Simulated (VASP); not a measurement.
The system is Ge.

```
Ge
1.0
     1.48805   -2.59469    0.00000
     1.48805    2.59469    0.00000
     0.00000    0.00000    4.72760
Ge
2
Direct
  0.66655 0.33345 0.75000
  0.33345 0.66655 0.25000
```

This isn't the form of Ge at room conditions, which is diamond.

- Program: VASP 6.6.1
- Task: relaxation of cell and atoms
- Functional: PBEsol
- Potentials or basis: VASP PAW PBE potentials, release 64 (Ge_d)
- Cutoff: 500 eV
- k mesh: 9 × 9 × 5
- Occupations: fermi-dirac, width 0.3 eV
- Spin: no spin polarisation

At the start: pressure 0.7 GPa; volume 18.25 Å³/atom.

**Question.** How do energy, volume and symmetry change on relaxing?

**Answer.** Over 11 steps the energy falls by 8.7 meV/atom and the volume is 18.46 Å³/atom (+1.1 %); space group P6_3/mmc (No. 194, to 0.1 Å) before and after.

The path:
```csv
step,energy change (eV),largest force (eV/Å),pressure (GPa),volume (Å³)
1,0.0000,0.0043,0.67,36.51
2,-0.0047,0.0028,-0.11,36.91
3,-0.0058,0.0005,-2.22,38.11
4,-0.0078,0.0012,-1.34,37.56
5,-0.0105,0.0008,-1.16,37.52
6,-0.0157,0.0005,-0.92,37.39
7,-0.0088,0.0006,-0.04,37.10
8,-0.0164,0.0005,-0.75,37.34
9,-0.0165,0.0004,-0.75,37.33
10,-0.0172,0.0005,-0.29,37.09
11,-0.0174,0.0006,-0.02,36.92
```

Final structure:
```cif
data_structure
_symmetry_space_group_name_H-M 'P 1'
_symmetry_Int_Tables_number 1
_cell_length_a 2.9257
_cell_length_b 2.9257
_cell_length_c 4.9807
_cell_angle_alpha 90.000
_cell_angle_beta 90.000
_cell_angle_gamma 120.000
_cell_volume 36.92
loop_
_atom_site_label
_atom_site_type_symbol
_atom_site_fract_x
_atom_site_fract_y
_atom_site_fract_z
_atom_site_occupancy
Ge1 Ge 0.66634 0.33366 0.75000 1
Ge2 Ge 0.33366 0.66634 0.25000 1
```

Caveat: so wide a smearing shifts energies and pressures; the PAW data sets were made with another functional, which shifts forces and pressure a little.
